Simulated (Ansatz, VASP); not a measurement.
# Hg3F2 in VASP and in Ansatz

```
Hg F
1.0
     4.01791    0.00000    0.00000
    -2.00896    3.47962    0.00000
     0.00000    0.00000    7.14631
Hg F
3 2
Direct
  0.00000 0.00000 0.00000
  0.33333 0.66667 0.73551
  0.66667 0.33333 0.26449
  0.33333 0.66667 0.38775
  0.66667 0.33333 0.61225
```

Alike in both runs: functional PBE; k mesh 12 × 12 × 6; occupations gaussian, width 0.1 eV; no spin polarisation.

Ansatz relaxed the structure, and its values are those at the end. VASP's run is a single point on that final structure, the one shown.

```csv
,VASP,Ansatz
version,VASP 6.6.1,Ansatz 0.2.0
potentials or method,"VASP PAW PBE potentials, release 64 (Hg, F), cutoff 520 eV","scalar-relativistic, plane waves, PAW"
valence electrons in the cell,50,74
```

```tsv
	VASP	Ansatz	Ansatz less VASP
gap on the k mesh at the Fermi level (eV)	none	none	-
pressure (GPa)	0.3	0.0	-0.28
```

A gap of «none» marks a metal or a gap that the smearing closes. VASP's potentials hold 50 valence electrons a cell and Ansatz's 74, so a difference there can come from the potentials and not from the codes.

Neither program's run includes spin-orbit coupling.
